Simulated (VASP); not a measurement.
Crystal: ZnS.

```
CELL_PARAMETERS angstrom
0.07719 2.69410 2.69410
2.69410 0.07719 2.69410
2.77128 2.77128 0.00000
ATOMIC_POSITIONS crystal
Zn 0.24491 0.24491 0.25509
S 0.00509 0.00509 0.99491
```

This cell differs from its parent crystal: shear xy strain +5.7%.

Base run:

```yaml
Program: VASP 6.6.1
Functional: r2SCAN
Potentials_or_basis: VASP PAW PBE potentials, release 64 (Zn, S)
Cutoff: 520 eV
k_mesh: 8 × 8 × 8
Occupations: gaussian, width 0.01 eV
Spin: no spin polarisation
```

Its results: band gap on the k mesh 2.50 eV; pressure 0.1 GPa.

Task: The run is repeated on the same cell with these changes: functional from r2SCAN to PBE; occupations from gaussian, width 0.01 eV to fermi-dirac, width 0.02 eV. What comes out?

Result: Band gap on the k mesh 1.95 eV; pressure 2.5 GPa.

Caveats: the PAW data sets were made with another functional, which shifts forces and pressure a little (at least some runs).

